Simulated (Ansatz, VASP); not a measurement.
**Two plane-wave programs on NaHF2**

```
Na H F
1.0
     1.59390    0.92024    3.58223
    -1.59390    0.92024    3.58223
     0.00000   -1.84048    3.58223
Na H F
1 1 2
Direct
  0.00000 0.00000 0.00000
  0.50000 0.50000 0.50000
  0.41688 0.41688 0.41688
  0.58312 0.58312 0.58312
```

Alike in both runs: task single point; functional PBEsol; dispersion D3(BJ); k mesh 9 × 9 × 9; occupations gaussian, width 0.05 eV; no spin polarisation.

|  | VASP | Ansatz |
| --- | --- | --- |
| version | VASP 6.6.1 | Ansatz 0.2.0 |
| potentials or method | VASP PAW PBE potentials, release 64 (Na_pv, H, F), cutoff 520 eV | scalar-relativistic, plane waves, PAW |
| valence electrons in the cell | 22 | 24 |

```csv
,VASP,Ansatz,Ansatz less VASP
gap on the k mesh at the Fermi level (eV),7.04,7.05,+0.017
least direct gap on the mesh (eV),7.04,7.05,+0.017
rms of the force components (eV/Å),6.624,6.329,-0.2951
```

VASP's potentials were made for PBE, not for PBEsol. Atom by atom the forces differ by 0.295 eV/Å (rms over components). VASP's potentials hold 22 valence electrons a cell and Ansatz's 24, so a difference there can come from the potentials and not from the codes.
